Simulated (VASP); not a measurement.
# Ge4P (Cmce) in VASP: single point with PBE

Aim: the single point of Ge4P with PBE.

Everything below comes from runs of VASP 6.6.1. Logs are shortened: lines on timing, memory, paths and dates and some standing lists are left out, and cuts for length are marked.

## Step 1: The cell of the first run

The structure is orthorhombic, space group Cmce (No. 64). The conventional cell has a = 8.352 Å, b = 6.305 Å, c = 6.445 Å, α = 90.00°, β = 90.00°, γ = 90.00°. Within 2.5 Å of Ge (site symmetry 2) lie 1 P at 1.90 Å. Ge (site symmetry m) has 1 P at 1.81 Å within 2.4 Å. Within 2.4 Å of P (site symmetry 2/m) lie 4 Ge at 1.81 to 1.90 Å.

## Step 2: Single point, PBE

INCAR reads:

```
SYSTEM = Ge4P
ALGO = Normal ; EDIFF = 1E-7
ENCUT = 520 ; GGA = PE
ISIF = 2 ; ISMEAR = 0
LASPH = .TRUE. ; LCHARG = .FALSE.
LREAL = .FALSE. ; LWAVE = .FALSE.
NBANDS = 72 ; NELM = 80
PREC = Accurate ; SIGMA = 0.1
```

KPOINTS reads:

```
k-points
0
G
  4 4 4
  0 0 0
```

POSCAR reads:

```
Ge4P
1.0
    4.1760530600     -3.1524038500      0.0000000000
    4.1760530600      3.1524038500      0.0000000000
    0.0000000000      0.0000000000      6.4446458000
Ge P
8 2
Direct
    0.7720744500      0.7720744500      0.0000000000
    0.2720744500      0.2720744500      0.5000000000
    0.2279255500      0.2279255500      0.0000000000
    0.7279255500      0.7279255500      0.5000000000
    0.3019311800      0.6980688200      0.7026450000
    0.6980688200      0.3019311800      0.2973550000
    0.8019311800      0.1980688200      0.7973550000
    0.1980688200      0.8019311800      0.2026450000
    0.0000000000      0.0000000000      0.0000000000
    0.5000000000      0.5000000000      0.5000000000
```

Potentials or basis: VASP PAW PBE potentials, release 64 (Ge_d, P).

The run is started by

```sh
$ cat potpaw_PBE.64/Ge_d/POTCAR potpaw_PBE.64/P/POTCAR > POTCAR
$ mpirun -np 1 vasp_std > vasp.out
```

OUTCAR:

```text
SYSTEM = Ge4P
   EDIFF = 1E-7
   ENCUT = 520
   GGA = PE
   ISIF = 2
   ISMEAR = 0
   LASPH = .TRUE.
   LREAL = .FALSE.
   NELM = 80
   PREC = Accurate

 ion  position               nearest neighbor table
   1  0.772  0.772  0.000-   9 1.90   8 2.62   7 2.62
   2  0.272  0.272  0.500-  10 1.90   6 2.62   5 2.62
   3  0.228  0.228  0.000-   9 1.90   8 2.62   7 2.62
   4  0.728  0.728  0.500-  10 1.90   6 2.62   5 2.62
   5  0.302  0.698  0.703-  10 1.81   4 2.62   2 2.62   9 2.70
   6  0.698  0.302  0.297-  10 1.81   4 2.62   2 2.62   9 2.70
   7  0.802  0.198  0.797-   9 1.81   3 2.62   1 2.62  10 2.70
   8  0.198  0.802  0.203-   9 1.81   3 2.62   1 2.62  10 2.70
   9  0.000  0.000  0.000-   7 1.81   8 1.81   1 1.90   3 1.90   5 2.70   6 2.70
  10  0.500  0.500  0.500-   5 1.81   6 1.81   2 1.90   4 1.90   7 2.70   8 2.70

  LATTYP: Found a base centered orthorhombic cell.
 ALAT       =     6.3048077000
 B/A-ratio  =     1.3247202004
 C/A-ratio  =     1.0221795980

  Lattice vectors:

 A1 = (  -4.1760530600,  -3.1524038500,   0.0000000000)
 A2 = (   4.1760530600,  -3.1524038500,   0.0000000000)
 A3 = (   0.0000000000,   0.0000000000,   6.4446458000)

Analysis of symmetry for initial positions (statically):
=====================================================================
 Subroutine PRICEL returns:
 Original cell was already a primitive cell.

 Routine SETGRP: Setting up the symmetry group for a
 base centered orthorhombic supercell.

 Subroutine GETGRP returns: Found  8 space group operations
 (whereof  4 operations were pure point group operations)
 out of a pool of  8 trial point group operations.

The static configuration has the point symmetry C_2h.
 The point group associated with its full space group is D_2h.

Analysis of symmetry for dynamics (positions and initial velocities):
=====================================================================
 Subroutine PRICEL returns:
 Original cell was already a primitive cell.

 Routine SETGRP: Setting up the symmetry group for a
 base centered orthorhombic supercell.

 Subroutine GETGRP returns: Found  8 space group operations
 (whereof  4 operations were pure point group operations)
 out of a pool of  8 trial point group operations.

The dynamic configuration has the point symmetry C_2h.
 The point group associated with its full space group is D_2h.

 Subroutine INISYM returns: Found  8 space group operations
 (whereof  4 operations are pure point group operations),
 and found     1 'primitive' translations

----------------------------------------------------------------------------------------

                                     Primitive cell

  volume of cell :     169.6824

  direct lattice vectors                    reciprocal lattice vectors
     4.176053060 -3.152403850  0.000000000     0.119730279 -0.158609120  0.000000000
     4.176053060  3.152403850  0.000000000     0.119730279  0.158609120  0.000000000
     0.000000000  0.000000000  6.444645800     0.000000000  0.000000000  0.155167566

  length of vectors
     5.232310120  5.232310120  6.444645800     0.198726427  0.198726427  0.155167566

  position of ions in fractional coordinates (direct lattice)
     0.772074450  0.772074450  0.000000000
     0.272074450  0.272074450  0.500000000
     0.227925550  0.227925550  0.000000000
     0.727925550  0.727925550  0.500000000
     0.301931180  0.698068820  0.702645000
     0.698068820  0.301931180  0.297355000
     0.801931180  0.198068820  0.797355000
     0.198068820  0.801931180  0.202645000
     0.000000000  0.000000000  0.000000000
     0.500000000  0.500000000  0.500000000

  ion indices of the primitive-cell ions
   primitive index   ion index
                 1           1
                 2           2
                 3           3
                 4           4
                 5           5
                 6           6
                 7           7
                 8           8
                 9           9
                10          10

----------------------------------------------------------------------------------------

 KPOINTS: k-points

Automatic generation of k-mesh.
 Grid dimensions read from file:
 generate k-points for:    4    4    4

 Generating k-lattice:

  Cartesian coordinates                     Fractional coordinates (reciprocal lattice)
     0.029932570 -0.039652280  0.000000000     0.250000000  0.000000000  0.000000000
     0.029932570  0.039652280  0.000000000     0.000000000  0.250000000  0.000000000
     0.000000000  0.000000000  0.038791891     0.000000000  0.000000000  0.250000000

  Length of vectors
     0.049681607  0.049681607  0.038791891

  Shift w.r.t. Gamma in fractional coordinates (k-lattice)
     0.000000000  0.000000000  0.000000000

 Subroutine IBZKPT returns following result:
 ===========================================

 Found     21 irreducible k-points:

 Following reciprocal coordinates:
            Coordinates               Weight
  0.000000  0.000000  0.000000      1.000000
  0.250000  0.000000  0.000000      4.000000
  0.500000  0.000000  0.000000      2.000000
  0.250000  0.250000  0.000000      2.000000
  0.500000  0.250000  0.000000      4.000000
 -0.250000  0.250000  0.000000      2.000000
[... 13 lines left out ...]
 -0.250000  0.250000  0.500000      2.000000
  0.500000  0.500000  0.500000      1.000000
   k-points           NKPTS =     21   k-points in BZ     NKDIM =     21   number of bands    NBANDS=     72
   number of dos      NEDOS =    301   number of ions     NIONS =     10
   total plane-waves  NPLWV =  76800
   dimension x,y,z NGX =    40 NGY =   40 NGZ =   48
   dimension x,y,z NGXF=    80 NGYF=   80 NGZF=   96
   ions per type =               8   2
   NGX,Y,Z   is equivalent  to a cutoff of  12.71, 12.71, 12.38 a.u.
   NGXF,Y,Z  is equivalent  to a cutoff of  25.42, 25.42, 24.76 a.u.
 SYSTEM =  Ge4P
   PREC   = accura    normal or accurate (medium, high low for compatibility)
   ISTART =      0    job   : 0-new  1-cont  2-samecut
   ICHARG =      2    charge: 1-file 2-atom 10-const
   ISPIN  =      1    spin polarized calculation?
   LNONCOLLINEAR =      F non collinear calculations
   LSORBIT =      F    spin-orbit coupling
   LASPH  =      T    aspherical Exc in radial PAW
   ENCUT  =  520.0 eV  38.22 Ry    6.18 a.u.   9.73  9.73 11.98*2*pi/ulx,y,z
   NELM   =     80;   NELMIN=  2; NELMDL= -5     # of ELM steps
   EDIFF  = 0.1E-06   stopping-criterion for ELM
   LREAL  =      F    real-space projection
   EDIFFG = 0.1E-05   stopping-criterion for IOM
   NSW    =      0    number of steps for IOM
   IBRION =     -1    ionic relax: 0-MD 1-quasi-New 2-CG
   NFREE  =      0    steps in history (QN), initial steepest desc. (CG)
   ISIF   =      2    stress and relaxation
   ISYM   =      2    0-nonsym 1-usesym 2-fastsym
   POTIM  = 0.5000    time-step for ionic-motion
   TEBEG  =    0.0;   TEEND  =   0.0 temperature during run
   PSTRESS=    0.0 pullay stress
   NELECT =     122.0000    total number of electrons
   NUPDOWN=      -1.0000    fix difference up-down
   EMIN   =  10.00;   EMAX   =-10.00  energy-range for DOS
   EFERMI =   0.00;   METHOD = LEGACY
   ISMEAR =     0;   SIGMA  =   0.10  broadening in eV -4-tet -1-fermi 0-gaus
   EFERMI_NEDOS =   21; number of points for ismear=-14 and -15
   IALGO  =     38    algorithm
   IMIX   =      4    mixing-type and parameters
     AMIX     =   0.40;   BMIX     =  1.00
     AMIX_MAG =   1.60;   BMIX_MAG =  1.00
  volume/ion in A,a.u.               =      16.97       114.51
  Fermi-wavevector in a.u.,A,eV,Ry     =   1.466614  2.771498 29.265539  2.150956
  Thomas-Fermi vector in A             =   2.582330
   LORBIT       =      0    0 simple, 1 ext, 2 COOP (PROOUT), +10 PAW based schemes
   GGA     = PE    functional components
   LHFCALC =     F    Hartree Fock is set to
   AEXX    =    0.0000 exact exchange contribution
   IVDW    =     0    specifies the selected vdW correction
   LEPSILON=     F    determine dielectric tensor
   LRPA    =     F    only Hartree local field effects (RPA)
 non-spin polarized calculation
 Gauss-broadening in eV      SIGMA  =   0.10
  energy-cutoff  :      520.00
  volume of cell :      169.68
 maximum number of plane-waves:      4596
 NGX is ok and might be reduce to    40
   NGX = 19   NGY = 19   NGZ = 23

 number of electron     121.9999965 magnetization

 Free energy of the ion-electron system (eV)
  ---------------------------------------------------
  ext. energy  EPLUGINS =         0.00000000
  ---------------------------------------------------
  free energy    TOTEN  =       -20.48288643 eV

  energy without entropy =      -20.46767336  energy(sigma->0) =      -20.47527990

 E-fermi :   7.5690     XC(G=0): -11.2924

 val. band max:        7.5543699969   @ k =   0.0000   0.0000   0.0000
 cond. band min:       7.6588887779   @ k =   0.5000   0.5000   0.5000
 fundamental gap:      0.1045187810
 Fermi energy:         7.5690043149

 k-point     1 :       0.0000    0.0000    0.0000
  band No.  band energies     occupation
      1     -17.8034      2.00000
      2     -17.7175      2.00000
      3     -17.6119      2.00000
      4     -17.6038      2.00000
      5     -17.4854      2.00000
      6     -17.4688      2.00000
[... 64 lines left out ...]
     71      12.5270      0.00000
     72      13.3074      0.00000

 k-point     2 :       0.2500    0.0000    0.0000
  band No.  band energies     occupation
      1     -17.7928      2.00000
      2     -17.7329      2.00000
      3     -17.6088      2.00000
      4     -17.6023      2.00000
      5     -17.4841      2.00000
      6     -17.4729      2.00000
[... 1417 lines left out ...]
 k-point    21 :       0.5000    0.5000    0.5000
  band No.  band energies     occupation
      1     -17.7664      2.00000
      2     -17.7664      2.00000
      3     -17.6036      2.00000
      4     -17.6036      2.00000
      5     -17.4809      2.00000
      6     -17.4809      2.00000
[... 64 lines left out ...]
     71      11.8878      0.00000
     72      11.8878      0.00000

------------------------ aborting loop because EDIFF is reached ----------------------------------------

  FORCE on cell =-STRESS in cart. coord.  units (eV):
  Direction    XX          YY          ZZ          XY          YZ          ZX
  --------------------------------------------------------------------------------------
  -------------------------------------------------------------------------------------
  Total       86.7191830     59.1815492     64.1379556      0.0000000     -0.0000000      0.0000000
  in kB      818.8207762    558.8046429    605.6040747      0.0000000     -0.0000000      0.0000000
  external PRESSURE =     661.0764979 kB  Pullay stress =       0.0000000 kB

 VOLUME and BASIS-vectors are now :
 -----------------------------------------------------------------------------
  energy-cutoff  :      520.00
  volume of cell :      169.68
      direct lattice vectors                 reciprocal lattice vectors
     4.176053060 -3.152403850  0.000000000     0.119730279 -0.158609120  0.000000000
     4.176053060  3.152403850  0.000000000     0.119730279  0.158609120  0.000000000
     0.000000000  0.000000000  6.444645800     0.000000000  0.000000000  0.155167566

 POSITION                                       TOTAL-FORCE (eV/Angst)
 -----------------------------------------------------------------------------------
      6.44845      0.00000      0.00000       -11.112152      0.000000      0.000000
      2.27239      0.00000      3.22232       -11.112152      0.000000      0.000000
      1.90366      0.00000      0.00000        11.112152      0.000000      0.000000
      6.07971      0.00000      3.22232        11.112152      0.000000      0.000000
      4.17605      1.24879      4.52830        -0.000000     10.436395     11.013279
      4.17605     -1.24879      1.91635        -0.000000    -10.436395    -11.013279
      4.17605     -1.90362      5.13867        -0.000000     10.436395    -11.013279
      4.17605      1.90362      1.30598        -0.000000    -10.436395     11.013279
      0.00000      0.00000      0.00000        -0.000000      0.000000      0.000000
      4.17605      0.00000      3.22232        -0.000000      0.000000      0.000000
 -----------------------------------------------------------------------------------
    total drift:                                0.000000      0.000000     -0.000000

  FREE ENERGIE OF THE ION-ELECTRON SYSTEM (eV)
  ---------------------------------------------------
  free  energy   TOTEN  =       -20.4828864334 eV

  energy  without entropy=      -20.4676733570  energy(sigma->0) =      -20.47527990
```

It took 4.8 min on 1 thread of Intel Xeon Platinum 8375C at 2.90GHz (Ice Lake), shared host; peak memory 0.36 GiB.

Results:

| Quantity | Value |
| --- | --- |
| Free energy | -20.4829 eV |
| Pressure | 66.1 GPa |
| Largest force | 15.173 eV/Å |
| Band gap on the k mesh | zero (bands 61 and 62 overlap by 1.12 eV) |

Forces on the atoms (eV/Å):
```
Ge  -11.112   0.000   0.000
Ge  -11.112   0.000   0.000
Ge   11.112   0.000   0.000
Ge   11.112   0.000   0.000
Ge    0.000  10.436  11.013
Ge    0.000 -10.436 -11.013
Ge    0.000  10.436 -11.013
Ge    0.000 -10.436  11.013
P     0.000   0.000   0.000
P     0.000   0.000   0.000
```

Levels at points of the mesh, in eV from the Fermi level:
| k point | band 60 | band 61 | band 62 | band 63 | band 64 | band 65 |
| --- | --- | --- | --- | --- | --- | --- |
| (0.00, 0.00, 0.00) | -0.77 | -0.10 | -0.01 | 0.57 | 1.53 | 1.91 |
| (0.50, 0.00, 0.00) | -0.85 | -0.17 | -0.17 | 1.39 | 1.39 | 2.45 |
| (0.50, 0.50, 0.00) | 0.14 | 0.94 | 1.17 | 1.33 | 1.66 | 1.71 |
| (0.00, 0.00, 0.50) | -2.36 | 0.12 | 0.12 | 2.03 | 2.03 | 2.34 |
| (0.50, 0.00, 0.50) | -0.74 | 0.30 | 0.30 | 0.52 | 0.52 | 1.50 |
| (0.50, 0.50, 0.50) | -0.82 | -0.06 | -0.06 | 0.09 | 0.09 | 2.81 |

Caveat: the stress differs along the axes, from 56 to 82 GPa; forces of over 1 eV/Å act on the atoms, so gaps and moduli don't describe the material at rest.

The gap in the log of VASP goes by the Fermi energy; the results here count the filled bands.